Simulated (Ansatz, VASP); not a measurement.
## One calculation of InSb, two programs

```
In Sb
1.0
     0.00000    3.26814    3.22739
     3.26814    0.00000    3.22739
     3.26814    3.26814    0.00000
In Sb
1 1
Cartesian
  0.0000 0.0000 0.0000
  1.6341 1.6341 1.6137
```

Change from the starting cell: strained cell.

Alike in both runs: functional PBEsol; k mesh 10 × 10 × 10; occupations gaussian, width 0.1 eV; no spin polarisation.

Ansatz relaxed the structure, and its values are those at the end. VASP's run is a single point on that final structure, the one shown.

|  | VASP | Ansatz |
| --- | --- | --- |
| version | VASP 6.6.1 | Ansatz 0.2.0 |
| potentials or method | VASP PAW PBE potentials, release 64 (In_d, Sb), cutoff 500 eV | scalar-relativistic, plane waves, PAW |
| valence electrons in the cell | 18 | 28 |

```tsv
	VASP	Ansatz	Ansatz less VASP
gap on the k mesh at the Fermi level (eV)	none	none	-
pressure (GPa)	0.2	0.2	-0.02
```

VASP's potentials were made for PBE, not for PBEsol. A gap of «none» marks a metal or a gap that the smearing closes. VASP's potentials hold 18 valence electrons a cell and Ansatz's 28, so a difference there can come from the potentials and not from the codes. Ansatz's warnings: stress scf threshold loose.

Neither program's run includes spin-orbit coupling.
